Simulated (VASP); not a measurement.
Here is a VASP 6.6.1 calculation.

File INCAR:

```
  ALGO = Normal
  EDIFF = 1E-8
  ENCUT = 520
  IBRION = 8
  ISIF = 2
  ISMEAR = -1
  LASPH = True
  LCHARG = False
  LREAL = False
  LWAVE = False
  NBANDS = 36
  NELM = 60
  NSW = 1
  PREC = Accurate
  SIGMA = 0.15
```

KPOINTS

```
k-points
0
Gamma
  12 12 12
```

The input POSCAR:

```
TaRh3
1.0
    3.8465930932      0.0000000000      0.0000000000
    0.0000000000      3.8465930932      0.0000000000
    0.0000000000      0.0000000000      3.8465930932
Ta Rh
1 3
Direct
    0.0000000000      0.0000000000      0.0000000000
    0.0000000000      0.5000000000      0.5000000000
    0.5000000000      0.0000000000      0.5000000000
    0.5000000000      0.5000000000      0.0000000000
```

Potentials or basis: VASP PAW LDA potentials, release 64 (Ta_pv, Rh_pv).

Run with:

```sh
$ cat potpaw_LDA.64/Ta_pv/POTCAR potpaw_LDA.64/Rh_pv/POTCAR > POTCAR
$ mpirun -np 1 vasp_std > vasp.out
```

(1) What does it give for the highest phonon frequency at Γ?

Answers

(1) 222 cm⁻¹.

Caveat: the cell stands under pressure or tension, which shifts response properties.
